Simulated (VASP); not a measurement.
# Y (Im-3m) in VASP: a series of runs

The runs below take Y through single point, with PBE.

All numbers are computed with VASP 6.6.1; they aren't measurements. Logs are shortened: lines on timing, memory, paths and dates and some standing lists are left out, and cuts for length are marked.

### Step 1. The cell of the first run

The structure is cubic, space group Im-3m (No. 229). Conventional cell: a = 3.987 Å, b = 3.987 Å, c = 3.987 Å, α = 90.00°, β = 90.00°, γ = 90.00°. Within 4.5 Å of Y (site symmetry m-3m) lie 14 Y at 3.45 to 3.99 Å.

This isn't the form of Y at room conditions, which is hcp.

### Step 2. Single point, PBE, collinear spin (31.69 Å³/atom)

INCAR reads:

```
PREC = Accurate
ENCUT = 520
EDIFF = 1E-6
ISMEAR = -1
SIGMA = 0.05
LREAL = False
LASPH = True
NELM = 150
ALGO = Normal
ISIF = 2
LWAVE = False
LCHARG = False
ISPIN = 2
MAGMOM = 1
LORBIT = 11
LMAXMIX = 4
GGA = PE
NBANDS = 16
```

KPOINTS reads:

```
regular mesh
0
Gamma
  12 12 12
```

POSCAR reads:

```
Y
1.0
   -1.9935457980      1.9935457980      1.9935457980
    1.9935457980     -1.9935457980      1.9935457980
    1.9935457980      1.9935457980     -1.9935457980
Y
1
Direct
    0.0000000000      0.0000000000      0.0000000000
```

Potentials or basis: VASP PAW PBE potentials, release 64 (Y_sv).

The run is started by

```
$ cat potpaw_PBE.64/Y_sv/POTCAR > POTCAR
$ mpirun -np 1 vasp_std > vasp.out
```

OUTCAR:

```text
PREC = Accurate
   ENCUT = 520
   EDIFF = 1E-6
   ISMEAR = -1
   LREAL = False
   LASPH = True
   NELM = 150
   ISIF = 2
   ISPIN = 2
   LORBIT = 11
   GGA = PE

 ion  position               nearest neighbor table
   1  0.000  0.000  0.000-

  LATTYP: Found a body centered cubic cell.
 ALAT       =     3.9870915960

  Lattice vectors:

 A1 = (  -1.9935457980,   1.9935457980,   1.9935457980)
 A2 = (   1.9935457980,  -1.9935457980,   1.9935457980)
 A3 = (   1.9935457980,   1.9935457980,  -1.9935457980)

Analysis of symmetry for initial positions (statically):
=====================================================================
 Subroutine PRICEL returns:
 Original cell was already a primitive cell.

 Routine SETGRP: Setting up the symmetry group for a
 body centered cubic supercell.

 Subroutine GETGRP returns: Found 48 space group operations
 (whereof 48 operations were pure point group operations)
 out of a pool of 48 trial point group operations.

The static configuration has the point symmetry O_h .

Analysis of symmetry for dynamics (positions and initial velocities):
=====================================================================
 Subroutine PRICEL returns:
 Original cell was already a primitive cell.

 Routine SETGRP: Setting up the symmetry group for a
 body centered cubic supercell.

 Subroutine GETGRP returns: Found 48 space group operations
 (whereof 48 operations were pure point group operations)
 out of a pool of 48 trial point group operations.

The dynamic configuration has the point symmetry O_h .

Analysis of structural, dynamic, and magnetic symmetry:
=====================================================================
 Subroutine PRICEL returns:
 Original cell was already a primitive cell.

 Routine SETGRP: Setting up the symmetry group for a
 body centered cubic supercell.

 Subroutine GETGRP returns: Found 48 space group operations
 (whereof 48 operations were pure point group operations)
 out of a pool of 48 trial point group operations.

The overall configuration has the point symmetry O_h .

 Subroutine INISYM returns: Found 48 space group operations
 (whereof 48 operations are pure point group operations),
 and found     1 'primitive' translations

----------------------------------------------------------------------------------------

                                     Primitive cell

  volume of cell :      31.6912

  direct lattice vectors                    reciprocal lattice vectors
    -1.993545798  1.993545798  1.993545798     0.000000000  0.250809387  0.250809387
     1.993545798 -1.993545798  1.993545798     0.250809387  0.000000000  0.250809387
     1.993545798  1.993545798 -1.993545798     0.250809387  0.250809387  0.000000000

  length of vectors
     3.452922609  3.452922609  3.452922609     0.354698037  0.354698037  0.354698037

  position of ions in fractional coordinates (direct lattice)
     0.000000000  0.000000000  0.000000000

  ion indices of the primitive-cell ions
   primitive index   ion index
                 1           1

----------------------------------------------------------------------------------------

 KPOINTS: regular mesh

Automatic generation of k-mesh.
 Grid dimensions read from file:
 generate k-points for:   12   12   12

 Generating k-lattice:

  Cartesian coordinates                     Fractional coordinates (reciprocal lattice)
     0.000000000  0.020900782  0.020900782     0.083333333  0.000000000  0.000000000
     0.020900782  0.000000000  0.020900782     0.000000000  0.083333333  0.000000000
     0.020900782  0.020900782  0.000000000     0.000000000  0.000000000  0.083333333

  Length of vectors
     0.029558170  0.029558170  0.029558170

  Shift w.r.t. Gamma in fractional coordinates (k-lattice)
     0.000000000  0.000000000  0.000000000

 Subroutine IBZKPT returns following result:
 ===========================================

 Found     72 irreducible k-points:

 Following reciprocal coordinates:
            Coordinates               Weight
  0.000000  0.000000  0.000000      1.000000
  0.083333  0.000000  0.000000     12.000000
  0.166667  0.000000  0.000000     12.000000
  0.250000  0.000000  0.000000     12.000000
  0.333333  0.000000  0.000000     12.000000
  0.416667  0.000000  0.000000     12.000000
[... 16 lines left out ...]
  0.333333  0.083333  0.083333     24.000000
  0.416667  0.083333  0.083333     12.000000
 [... further k-points ...]
   k-points           NKPTS =     72   k-points in BZ     NKDIM =     72   number of bands    NBANDS=     16
   number of dos      NEDOS =    301   number of ions     NIONS =      1
   total plane-waves  NPLWV =  21952
   dimension x,y,z NGX =    28 NGY =   28 NGZ =   28
   dimension x,y,z NGXF=    56 NGYF=   56 NGZF=   56
   ions per type =               1
   NGX,Y,Z   is equivalent  to a cutoff of  13.48, 13.48, 13.48 a.u.
   NGXF,Y,Z  is equivalent  to a cutoff of  26.96, 26.96, 26.96 a.u.
 SYSTEM =  unknown system
   PREC   = accura    normal or accurate (medium, high low for compatibility)
   ISTART =      0    job   : 0-new  1-cont  2-samecut
   ICHARG =      2    charge: 1-file 2-atom 10-const
   ISPIN  =      2    spin polarized calculation?
   LNONCOLLINEAR =      F non collinear calculations
   LSORBIT =      F    spin-orbit coupling
   LASPH  =      T    aspherical Exc in radial PAW
   ENCUT  =  520.0 eV  38.22 Ry    6.18 a.u.   6.42  6.42  6.42*2*pi/ulx,y,z
   NELM   =    150;   NELMIN=  2; NELMDL= -5     # of ELM steps
   EDIFF  = 0.1E-05   stopping-criterion for ELM
   LREAL  =      F    real-space projection
   EDIFFG = 0.1E-04   stopping-criterion for IOM
   NSW    =      0    number of steps for IOM
   IBRION =     -1    ionic relax: 0-MD 1-quasi-New 2-CG
   NFREE  =      0    steps in history (QN), initial steepest desc. (CG)
   ISIF   =      2    stress and relaxation
   ISYM   =      2    0-nonsym 1-usesym 2-fastsym
   POTIM  = 0.5000    time-step for ionic-motion
   TEBEG  =    0.0;   TEEND  =   0.0 temperature during run
   PSTRESS=    0.0 pullay stress
   NELECT =      11.0000    total number of electrons
   NUPDOWN=      -1.0000    fix difference up-down
   EMIN   =  10.00;   EMAX   =-10.00  energy-range for DOS
   EFERMI =   0.00;   METHOD = LEGACY
   ISMEAR =    -1;   SIGMA  =   0.05  broadening in eV -4-tet -1-fermi 0-gaus
   EFERMI_NEDOS =   21; number of points for ismear=-14 and -15
   IALGO  =     38    algorithm
   IMIX   =      4    mixing-type and parameters
     AMIX     =   0.40;   BMIX     =  1.00
     AMIX_MAG =   1.60;   BMIX_MAG =  1.00
  volume/ion in A,a.u.               =      31.69       213.86
  Fermi-wavevector in a.u.,A,eV,Ry     =   1.150516  2.174161 18.009871  1.323688
  Thomas-Fermi vector in A             =   2.287180
   LORBIT       =     11    0 simple, 1 ext, 2 COOP (PROOUT), +10 PAW based schemes
   GGA     = PE    functional components
   LHFCALC =     F    Hartree Fock is set to
   AEXX    =    0.0000 exact exchange contribution
   IVDW    =     0    specifies the selected vdW correction
   LEPSILON=     F    determine dielectric tensor
   LRPA    =     F    only Hartree local field effects (RPA)
 spin polarized calculation
  energy-cutoff  :      520.00
  volume of cell :       31.69
 maximum number of plane-waves:       887
 NGX is ok and might be reduce to    28
   NGX = 13   NGY = 13   NGZ = 13

 number of electron      11.0000001 magnetization       0.0026243

 Free energy of the ion-electron system (eV)
  ---------------------------------------------------
  ext. energy  EPLUGINS =         0.00000000
  ---------------------------------------------------
  free energy    TOTEN  =        -6.31404470 eV

  energy without entropy =       -6.29434637  energy(sigma->0) =       -6.30419554

 E-fermi :   3.3247     XC(G=0):  -9.5679

 val. band max:        3.3046244784   @ k =  -0.2500   0.4167   0.0833
 cond. band min:       3.3270406091   @ k =   0.5000   0.5000   0.1667
 fundamental gap:      0.0224161308
 Fermi energy:         3.3246772344

 spin component 1

 k-point     1 :       0.0000    0.0000    0.0000
  band No.  band energies     occupation
      1     -39.4566      1.00000
      2     -19.1264      1.00000
      3     -19.1264      1.00000
      4     -19.1264      1.00000
      5      -1.5572      1.00000
      6       5.0184      0.00000
[... 8 lines left out ...]
     15      21.0484      0.00000
     16      22.0325      0.00000

 k-point     2 :       0.0833    0.0000    0.0000
  band No.  band energies     occupation
      1     -39.4514      1.00000
      2     -19.1703      1.00000
      3     -19.1399      1.00000
      4     -19.1266      1.00000
      5      -1.3692      1.00000
      6       4.8801      0.00000
[... 8 lines left out ...]
     15      20.0279      0.00000
     16      21.7456      0.00000

 k-point     3 :       0.1667    0.0000    0.0000
  band No.  band energies     occupation
      1     -39.4371      1.00000
      2     -19.2880      1.00000
      3     -19.1766      1.00000
      4     -19.1273      1.00000
      5      -0.8396      1.00000
      6       4.5378      0.00000
[... 8 lines left out ...]
     15      18.6405      0.00000
     16      20.6857      0.00000
[... 362 lines left out ...]
 k-point    23 :       0.3333    0.0833    0.0833
  band No.  band energies     occupation
      1     -39.3814      1.00000
      2     -19.6747      1.00000
      3     -19.3316      1.00000
      4     -19.1694      1.00000
      5       1.5206      1.00000
      6       3.4003      0.18050
[... 8 lines left out ...]
     15      19.3672      0.00000
     16      21.1168      0.00000

 k-point    24 :       0.4167    0.0833    0.0833
  band No.  band energies     occupation
      1     -39.3767      1.00000
      2     -19.7012      1.00000
      3     -19.3514      1.00000
      4     -19.1706      1.00000
      5       1.6389      1.00000
      6       3.3355      0.44630
[... 8 lines left out ...]
     15      19.5976      0.00000
     16      21.1436      0.00000

 [... further k-points ...]

 spin component 2

 k-point     1 :       0.0000    0.0000    0.0000
  band No.  band energies     occupation
      1     -39.4559      1.00000
      2     -19.1256      1.00000
      3     -19.1256      1.00000
      4     -19.1256      1.00000
      5      -1.5549      1.00000
      6       5.0202      0.00000
[... 8 lines left out ...]
     15      21.0502      0.00000
     16      22.0340      0.00000

 k-point     2 :       0.0833    0.0000    0.0000
  band No.  band energies     occupation
      1     -39.4507      1.00000
      2     -19.1695      1.00000
      3     -19.1391      1.00000
      4     -19.1259      1.00000
      5      -1.3670      1.00000
      6       4.8818      0.00000
[... 8 lines left out ...]
     15      20.0296      0.00000
     16      21.7472      0.00000

 k-point     3 :       0.1667    0.0000    0.0000
  band No.  band energies     occupation
      1     -39.4364      1.00000
      2     -19.2872      1.00000
      3     -19.1758      1.00000
      4     -19.1265      1.00000
      5      -0.8374      1.00000
      6       4.5396      0.00000
[... 8 lines left out ...]
     15      18.6423      0.00000
     16      20.6875      0.00000
[... 362 lines left out ...]
 k-point    23 :       0.3333    0.0833    0.0833
  band No.  band energies     occupation
      1     -39.3808      1.00000
      2     -19.6739      1.00000
      3     -19.3308      1.00000
      4     -19.1687      1.00000
      5       1.5226      1.00000
      6       3.4022      0.17488
[... 8 lines left out ...]
     15      19.3693      0.00000
     16      21.1188      0.00000

 k-point    24 :       0.4167    0.0833    0.0833
  band No.  band energies     occupation
      1     -39.3761      1.00000
      2     -19.7003      1.00000
      3     -19.3506      1.00000
      4     -19.1698      1.00000
      5       1.6409      1.00000
      6       3.3374      0.43677
[... 8 lines left out ...]
     15      19.5996      0.00000
     16      21.1456      0.00000

 [... further k-points ...]

------------------------ aborting loop because EDIFF is reached ----------------------------------------

  FORCE on cell =-STRESS in cart. coord.  units (eV):
  Direction    XX          YY          ZZ          XY          YZ          ZX
  --------------------------------------------------------------------------------------
  -------------------------------------------------------------------------------------
  Total        0.3108048      0.3108048      0.3108048      0.0000000      0.0000000     -0.0000000
  in kB       15.7130204     15.7130204     15.7130204      0.0000000      0.0000000     -0.0000000
  external PRESSURE =      15.7130204 kB  Pullay stress =       0.0000000 kB

 VOLUME and BASIS-vectors are now :
 -----------------------------------------------------------------------------
  energy-cutoff  :      520.00
  volume of cell :       31.69
      direct lattice vectors                 reciprocal lattice vectors
    -1.993545798  1.993545798  1.993545798     0.000000000  0.250809387  0.250809387
     1.993545798 -1.993545798  1.993545798     0.250809387  0.000000000  0.250809387
     1.993545798  1.993545798 -1.993545798     0.250809387  0.250809387  0.000000000

 POSITION                                       TOTAL-FORCE (eV/Angst)
 -----------------------------------------------------------------------------------
      0.00000      0.00000      0.00000        -0.000000     -0.000000      0.000000
 -----------------------------------------------------------------------------------
    total drift:                               -0.000000     -0.000000     -0.000000

  FREE ENERGIE OF THE ION-ELECTRON SYSTEM (eV)
  ---------------------------------------------------
  free  energy   TOTEN  =        -6.3140447004 eV

  energy  without entropy=       -6.2943463709  energy(sigma->0) =       -6.30419554

 total charge

# of ion       s       p       d       f       tot
--------------------------------------------------
    1        2.280   6.236   0.943   0.008   9.467

 magnetization (x)

# of ion       s       p       d       f       tot
--------------------------------------------------
    1       -0.000   0.000   0.001   0.000   0.001
```

It took 84 s on 1 thread of Intel Xeon Platinum 8259CL at 2.50GHz (Skylake/Cascade Lake), shared host; peak memory 0.22 GiB.

Results:

* Free energy: -6.3140 eV
* Pressure: 1.6 GPa
* Net moment: 0.00 μB per cell
* Valence electrons inside the program's atomic spheres: Y 9.47

(Part 1 of 2 ends here.)
